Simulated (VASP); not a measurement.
Sr2SO:

```xyz
4
Lattice="4.0432 0.0000 0.0000 0.0000 4.0432 0.0000 0.0000 0.0000 5.7180" Properties=species:S:1:pos:R:3 pbc="T T T"
Sr    2.0216    2.0216    2.8590
Sr    0.0000    0.0000    0.0000
S     0.0000    0.0000    2.8590
O     2.0216    2.0216    0.0000
```

Base run:

```yaml
Program: VASP 6.6.1
Functional: PBE
Potentials_or_basis: VASP PAW PBE potentials, release 64 (Sr_sv, S, O)
Cutoff: 520 eV
k_mesh: 5 × 5 × 4
Occupations: fermi-dirac, width 0.05 eV
Spin: no spin polarisation
```

Its results: band gap on the k mesh 2.19 eV, direct; pressure 0.0 GPa.

Q: The run is repeated on the same cell with these changes: functional from PBE to PBEsol; further incar settings from ALGO = Normal; EDIFF = 1e-06; NBANDS = 24 to ALGO = Normal; EDIFF = 1e-07; NBANDS = 24. What comes out?

A: Band gap on the k mesh 2.12 eV, direct; pressure -2.4 GPa.

Caveats: the PAW data sets were made with another functional, which shifts forces and pressure a little (some runs).

A k mesh can miss the band edges.
